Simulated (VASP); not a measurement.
# WC (F-43m) in VASP: further runs

The runs below take WC through single point, with r2SCAN.

Program: VASP 6.6.1. These are calculated values, not measurements. Logs are shortened: lines on timing, memory, paths and dates and some standing lists are left out, and cuts for length are marked.

## Step 1: The cell of the first run

Symmetry: F-43m, No. 216, cubic system. The conventional cell has a = 4.699 Å, b = 4.699 Å, c = 4.699 Å, α = 90.00°, β = 90.00°, γ = 90.00°. W (site symmetry -43m) has 4 C at 2.03 Å within 2.7 Å. C (site symmetry -43m) has 4 W at 2.03 Å within 2.7 Å.

## Step 2: Single point, r2SCAN

POSCAR reads:

```
WC
1.0
    0.0000000000      2.3492623202      2.3492623202
    2.3492623202      0.0000000000      2.3492623202
    2.3492623202      2.3492623202      0.0000000000
W C
1 1
Direct
    0.0000000000      0.0000000000      0.0000000000
    0.2500000000      0.2500000000      0.2500000000
```

INCAR.step1 reads:

```
SYSTEM = WC
ALGO = Normal
EDIFF = 1E-4
ENCUT = 520
GGA = PE
ISMEAR = 0
LASPH = .True.
LCHARG = .False.
LREAL = .False.
LWAVE = .True.
NBANDS = 16
NELM = 60
PREC = Accurate
SIGMA = 0.1
```

INCAR.step2 reads:

```
SYSTEM = WC
ALGO = Normal
EDIFF = 1E-6
ENCUT = 520
ISIF = 2
ISMEAR = 0
ISTART = 1
LASPH = .True.
LCHARG = .False.
LMIXTAU = .True.
LREAL = .False.
LWAVE = .False.
METAGGA = R2SCAN
NBANDS = 16
NELM = 60
PREC = Accurate
SIGMA = 0.1
```

KPOINTS reads:

```
k-points
0
Gamma
  16 16 16
  0 0 0
```

Potentials or basis: VASP PAW PBE potentials, release 64 (W_sv, C).

The run is started by

```sh
> cat potpaw_PBE.64/W_sv/POTCAR potpaw_PBE.64/C/POTCAR > POTCAR
> cp INCAR.step1 INCAR
> mpirun -np 1 vasp_std > vasp.out
> cp INCAR.step2 INCAR
> mpirun -np 1 vasp_std > vasp.out
```

OUTCAR:

```text
SYSTEM = WC
   EDIFF = 1E-6
   ENCUT = 520
   ISIF = 2
   ISMEAR = 0
   ISTART = 1
   LASPH = .True.
   LREAL = .False.
   METAGGA = R2SCAN
   NELM = 60
   PREC = Accurate

 ion  position               nearest neighbor table
   1  0.000  0.000  0.000-   2 2.03   2 2.03   2 2.03   2 2.03
   2  0.250  0.250  0.250-   1 2.03   1 2.03   1 2.03   1 2.03

  LATTYP: Found a face centered cubic cell.
 ALAT       =     4.6985246404

  Lattice vectors:

 A1 = (   0.0000000000,   2.3492623202,   2.3492623202)
 A2 = (   2.3492623202,   0.0000000000,   2.3492623202)
 A3 = (   2.3492623202,   2.3492623202,   0.0000000000)

Analysis of symmetry for initial positions (statically):
=====================================================================
 Subroutine PRICEL returns:
 Original cell was already a primitive cell.

 Routine SETGRP: Setting up the symmetry group for a
 face centered cubic supercell.

 Subroutine GETGRP returns: Found 24 space group operations
 (whereof 24 operations were pure point group operations)
 out of a pool of 48 trial point group operations.

The static configuration has the point symmetry T_d .

Analysis of symmetry for dynamics (positions and initial velocities):
=====================================================================
 Subroutine PRICEL returns:
 Original cell was already a primitive cell.

 Routine SETGRP: Setting up the symmetry group for a
 face centered cubic supercell.

 Subroutine GETGRP returns: Found 24 space group operations
 (whereof 24 operations were pure point group operations)
 out of a pool of 48 trial point group operations.

The dynamic configuration has the point symmetry T_d .

 Subroutine INISYM returns: Found 24 space group operations
 (whereof 24 operations are pure point group operations),
 and found     1 'primitive' translations

----------------------------------------------------------------------------------------

                                     Primitive cell

  volume of cell :      25.9313

  direct lattice vectors                    reciprocal lattice vectors
     0.000000000  2.349262320  2.349262320    -0.212832767  0.212832767  0.212832767
     2.349262320  0.000000000  2.349262320     0.212832767 -0.212832767  0.212832767
     2.349262320  2.349262320  0.000000000     0.212832767  0.212832767 -0.212832767

  length of vectors
     3.322358635  3.322358635  3.322358635     0.368637166  0.368637166  0.368637166

  position of ions in fractional coordinates (direct lattice)
     0.000000000  0.000000000  0.000000000
     0.250000000  0.250000000  0.250000000

[... 65 lines left out ...]
   NGXF,Y,Z  is equivalent  to a cutoff of  28.02, 28.02, 28.02 a.u.
 SYSTEM =  WC
   PREC   = accura    normal or accurate (medium, high low for compatibility)
   ISTART =      1    job   : 0-new  1-cont  2-samecut
   ICHARG =      0    charge: 1-file 2-atom 10-const
   ISPIN  =      1    spin polarized calculation?
   LNONCOLLINEAR =      F non collinear calculations
   LSORBIT =      F    spin-orbit coupling
   LASPH  =      T    aspherical Exc in radial PAW
   ENCUT  =  520.0 eV  38.22 Ry    6.18 a.u.   6.18  6.18  6.18*2*pi/ulx,y,z
   NELM   =     60;   NELMIN=  2; NELMDL=  0     # of ELM steps
   EDIFF  = 0.1E-05   stopping-criterion for ELM
   LREAL  =      F    real-space projection
[... 7 lines left out ...]
   TEBEG  =    0.0;   TEEND  =   0.0 temperature during run
   PSTRESS=    0.0 pullay stress
   NELECT =      18.0000    total number of electrons
   NUPDOWN=      -1.0000    fix difference up-down
   EMIN   =  10.00;   EMAX   =-10.00  energy-range for DOS
   EFERMI =   0.00;   METHOD = LEGACY
   ISMEAR =     0;   SIGMA  =   0.10  broadening in eV -4-tet -1-fermi 0-gaus
   EFERMI_NEDOS =   21; number of points for ismear=-14 and -15
   IALGO  =     38    algorithm
   IMIX   =      4    mixing-type and parameters
     AMIX     =   0.40;   BMIX     =  1.00
     AMIX_MAG =   1.60;   BMIX_MAG =  1.00
  volume/ion in A,a.u.               =      12.97        87.50
  Fermi-wavevector in a.u.,A,eV,Ry     =   1.449520  2.739195 28.587305  2.101108
  Thomas-Fermi vector in A             =   2.567237
   LORBIT       =      0    0 simple, 1 ext, 2 COOP (PROOUT), +10 PAW based schemes
   METAGGA = R2SCAN    functional components
   LHFCALC =     F    Hartree Fock is set to
   AEXX    =    0.0000 exact exchange contribution
   IVDW    =     0    specifies the selected vdW correction
   LEPSILON=     F    determine dielectric tensor
   LRPA    =     F    only Hartree local field effects (RPA)
 non-spin polarized calculation
 Gauss-broadening in eV      SIGMA  =   0.10
  energy-cutoff  :      520.00
  volume of cell :       25.93
 maximum number of plane-waves:       725
 NGX is ok and might be reduce to    28
   NGX = 13   NGY = 13   NGZ = 13

 number of electron      18.0000001 magnetization

 Free energy of the ion-electron system (eV)
  ---------------------------------------------------
  ext. energy  EPLUGINS =         0.00000000
  ---------------------------------------------------
  free energy    TOTEN  =       -60.26655012 eV

  energy without entropy =      -60.26141758  energy(sigma->0) =      -60.26398385

 E-fermi :   8.8921     XC(G=0): -13.2623

 val. band max:        8.8906514791   @ k =  -0.1875   0.0625   0.0000
 cond. band min:       8.9026841966   @ k =  -0.3750   0.1250   0.0000
 fundamental gap:      0.0120327174
 Fermi energy:         8.8921028027

 k-point     1 :       0.0000    0.0000    0.0000
  band No.  band energies     occupation
      1     -67.9136      2.00000
      2     -31.3858      2.00000
      3     -31.3858      2.00000
      4     -31.3858      2.00000
      5      -5.7112      2.00000
      6       2.8717      2.00000
[... 433 lines left out ...]
      3     -31.3954      2.00000
      4     -31.3887      2.00000
      5      -5.5130      2.00000
      6       2.6879      2.00000
[... 8 lines left out ...]
     15      22.1510      0.00000
     16      23.0813      0.00000

 [... further k-points ...]
[... 5 lines left out ...]
  --------------------------------------------------------------------------------------
  -------------------------------------------------------------------------------------
  Total       -0.3795715     -0.3795715     -0.3795715      0.0000000      0.0000000      0.0000000
  in kB      -23.4519867    -23.4519867    -23.4519867      0.0000000      0.0000000      0.0000000
  external PRESSURE =     -23.4519867 kB  Pullay stress =       0.0000000 kB

 VOLUME and BASIS-vectors are now :
 -----------------------------------------------------------------------------
  energy-cutoff  :      520.00
  volume of cell :       25.93
      direct lattice vectors                 reciprocal lattice vectors
     0.000000000  2.349262320  2.349262320    -0.212832767  0.212832767  0.212832767
     2.349262320  0.000000000  2.349262320     0.212832767 -0.212832767  0.212832767
     2.349262320  2.349262320  0.000000000     0.212832767  0.212832767 -0.212832767

 POSITION                                       TOTAL-FORCE (eV/Angst)
 -----------------------------------------------------------------------------------
      0.00000      0.00000      0.00000         0.000000      0.000000      0.000000
      1.17463      1.17463      1.17463        -0.000000     -0.000000     -0.000000
 -----------------------------------------------------------------------------------
    total drift:                                0.000000      0.000000      0.000000

  FREE ENERGIE OF THE ION-ELECTRON SYSTEM (eV)
  ---------------------------------------------------
  free  energy   TOTEN  =       -60.2665501173 eV

  energy  without entropy=      -60.2614175833  energy(sigma->0) =      -60.26398385
```

OUTCAR.step1:

```text
SYSTEM = WC
   EDIFF = 1E-4
   ENCUT = 520
   GGA = PE
   ISMEAR = 0
   LASPH = .True.
   LREAL = .False.
[... 677 lines left out ...]
      0.00000      0.00000      0.00000        -0.000000     -0.000000     -0.000000
      1.17463      1.17463      1.17463         0.000000      0.000000      0.000000
 -----------------------------------------------------------------------------------
    total drift:                               -0.000000     -0.000000     -0.000000

  FREE ENERGIE OF THE ION-ELECTRON SYSTEM (eV)
  ---------------------------------------------------
  free  energy   TOTEN  =       -21.0974695413 eV

  energy  without entropy=      -21.0922631918  energy(sigma->0) =      -21.09486637
```

It took 1.8 min on 1 thread of Intel Xeon 6975P-C (Granite Rapids), shared host; peak memory 0.21 GiB.

Results:

```yaml
Free_energy: -60.2666 eV
Pressure: -2.3 GPa
Band_gap_on_the_k_mesh: zero (band 9 reaches 9.75 eV, above the bottom of band 10 at 8.46 eV)
```

Caveat: the PAW data sets were made with another functional, which shifts forces and pressure a little; spin-orbit coupling is left out, which moves the levels of the heavy elements.

## Step 3: Single point, r2SCAN

POSCAR is that of step 2.

INCAR.step1 reads:

```
SYSTEM = WC
ALGO = Normal
EDIFF = 1E-5
ENCUT = 910
GGA = PE
GGA_COMPAT = .False.
ISMEAR = 0
LASPH = .True.
LCHARG = .False.
LREAL = .False.
LWAVE = .True.
NBANDS = 16
NELM = 120
PREC = Accurate
SIGMA = 0.1
```

Edit INCAR.step2 of step 2 so:

```diff
@@ -3,3 +3,4 @@
 EDIFF = 1E-6
-ENCUT = 520
+ENCUT = 910
+GGA_COMPAT = .False.
 ISIF = 2
@@ -14,3 +15,3 @@
 NBANDS = 16
-NELM = 60
+NELM = 120
 PREC = Accurate
```

KPOINTS is that of step 2.

Potentials or basis: VASP PAW PBE potentials, release 64 (W_sv, C_h).

The run is started by

```sh
> cat potpaw_PBE.64/W_sv/POTCAR potpaw_PBE.64/C_h/POTCAR > POTCAR
> cp INCAR.step1 INCAR
> mpirun -np 1 vasp_std > vasp.out
> cp INCAR.step2 INCAR
> mpirun -np 1 vasp_std > vasp.out
```

Run time: 2.8 min. Hardware: 1 thread of Intel Xeon 6975P-C (Granite Rapids), shared host; peak memory 0.32 GiB.

The run converged. Its results:

| Item | Value |
| --- | --- |
| Free energy | -60.2782 eV |
| Pressure | -2.5 GPa |
| Band gap on the k mesh | zero (band 9 reaches 10.02 eV, above the bottom of band 10 at 8.73 eV) |

Levels at points of the mesh, in eV from the Fermi level:
```tsv
k point	band 5	band 6	band 7	band 8	band 9	band 10	band 11	band 12	band 13	band 14
(0.00, 0.00, 0.00)	-14.60	-6.02	-6.02	-6.02	-0.02	-0.02	2.82	7.90	7.90	7.90
(0.50, 0.00, 0.00)	-12.69	-5.92	-5.25	-5.25	0.86	0.86	1.20	5.22	5.22	6.36
(0.50, 0.50, 0.00)	-11.98	-7.65	-2.95	-2.95	-2.29	1.63	1.97	2.81	2.81	12.82
```

Caveat: the cutoff is under 1.25 times the usual one of these potentials, so pressure, stress and relaxed cells hold a basis-set (Pulay) error; the PAW data sets were made with another functional, which shifts forces and pressure a little; spin-orbit coupling is left out, which moves the levels of the heavy elements.

## Step 4: Single point, r2SCAN, collinear spin, ferromagnetic start

POSCAR is that of step 3.

INCAR.step1 reads:

```
SYSTEM = WC
PREC = Accurate ; ENCUT = 520
ISMEAR = 0 ; SIGMA = 0.1
LREAL = .FALSE. ; LASPH = .TRUE.
NELM = 150 ; ISPIN = 2
MAGMOM = 2.5 0 ; LMAXMIX = 4
NBANDS = 20 ; GGA = PE
ALGO = Normal ; EDIFF = 1E-4
LWAVE = .TRUE. ; LCHARG = .FALSE.
```

INCAR.step2 reads:

```
SYSTEM = WC
PREC = Accurate ; ENCUT = 520
EDIFF = 1E-6 ; ISMEAR = 0
SIGMA = 0.1 ; LREAL = .FALSE.
LASPH = .TRUE. ; NELM = 150
ALGO = Normal ; ISIF = 2
LWAVE = .FALSE. ; LCHARG = .FALSE.
ISPIN = 2 ; MAGMOM = 2.5 0
LORBIT = 11 ; LMAXMIX = 4
METAGGA = R2SCAN ; LMIXTAU = .TRUE.
NBANDS = 20 ; ISTART = 1
```

KPOINTS reads:

```
regular mesh
0
G
  16 16 16
  0 0 0
```

Potentials or basis: VASP PAW PBE potentials, release 64 (W_sv, C).

The run is started by

```sh
> cat potpaw_PBE.64/W_sv/POTCAR potpaw_PBE.64/C/POTCAR > POTCAR
> cp INCAR.step1 INCAR
> mpirun -np 1 vasp_std > vasp.out
> cp INCAR.step2 INCAR
> mpirun -np 1 vasp_std > vasp.out
```

It took 4.6 min on 1 thread of Intel Xeon 6975P-C (Granite Rapids), shared host; peak memory 0.26 GiB.

The run converged. Its results:

```
Free energy                                           : -60.2666 eV
Pressure                                              : -2.3 GPa
Band gap on the k mesh                                : zero (filled and empty bands overlap)
Net moment                                            : 0.00 μB per cell
Valence electrons inside the program's atomic spheres : W 12.09; C 2.51
```

Levels at points of the mesh, in eV from the Fermi level:
Spin up:
| k point | band 5 | band 6 | band 7 | band 8 | band 9 | band 10 | band 11 | band 12 | band 13 | band 14 |
| --- | --- | --- | --- | --- | --- | --- | --- | --- | --- | --- |
| (0.00, 0.00, 0.00) | -14.60 | -6.02 | -6.02 | -6.02 | -0.02 | -0.02 | 2.82 | 7.90 | 7.90 | 7.90 |
| (0.50, 0.00, 0.00) | -12.69 | -5.92 | -5.25 | -5.25 | 0.86 | 0.86 | 1.21 | 5.22 | 5.22 | 6.36 |
| (0.50, 0.50, 0.00) | -11.98 | -7.65 | -2.95 | -2.95 | -2.29 | 1.63 | 1.97 | 2.81 | 2.81 | 12.82 |
Spin down:
| k point | band 5 | band 6 | band 7 | band 8 | band 9 | band 10 | band 11 | band 12 | band 13 | band 14 |
| --- | --- | --- | --- | --- | --- | --- | --- | --- | --- | --- |
| (0.00, 0.00, 0.00) | -14.60 | -6.02 | -6.02 | -6.02 | -0.02 | -0.02 | 2.82 | 7.90 | 7.90 | 7.90 |
| (0.50, 0.00, 0.00) | -12.69 | -5.92 | -5.25 | -5.25 | 0.86 | 0.86 | 1.21 | 5.22 | 5.22 | 6.36 |
| (0.50, 0.50, 0.00) | -11.98 | -7.65 | -2.95 | -2.95 | -2.29 | 1.63 | 1.97 | 2.81 | 2.81 | 12.82 |

Caveat: the PAW data sets were made with another functional, which shifts forces and pressure a little; spin-orbit coupling is left out, which moves the levels of the heavy elements.

## Step 5: Summary

```tsv
potentials or basis	spin	cutoff (eV)	second run	gap on the mesh (eV)	pressure (GPa)
VASP PAW PBE potentials, release 64 (W_sv, C)	off	520	-	none	-2.3
VASP PAW PBE potentials, release 64 (W_sv, C_h)	off	910	hard_potentials	none	-2.5
VASP PAW PBE potentials, release 64 (W_sv, C)	collinear, ferromagnetic start	520	-	none	-2.3
```

Alike in all rows: task single point; level r2SCAN; cell as given; k mesh 16 × 16 × 16; smearing gaussian 0.1 eV.

Caveats: the PAW data sets were made with another functional, which shifts forces and pressure a little; spin-orbit coupling is left out, which moves the levels of the heavy elements; the cutoff is under 1.25 times the usual one of these potentials, so pressure, stress and relaxed cells hold a basis-set (Pulay) error (some runs).

Total energies depend on the potentials used, so only differences within one code and one set of settings carry meaning.
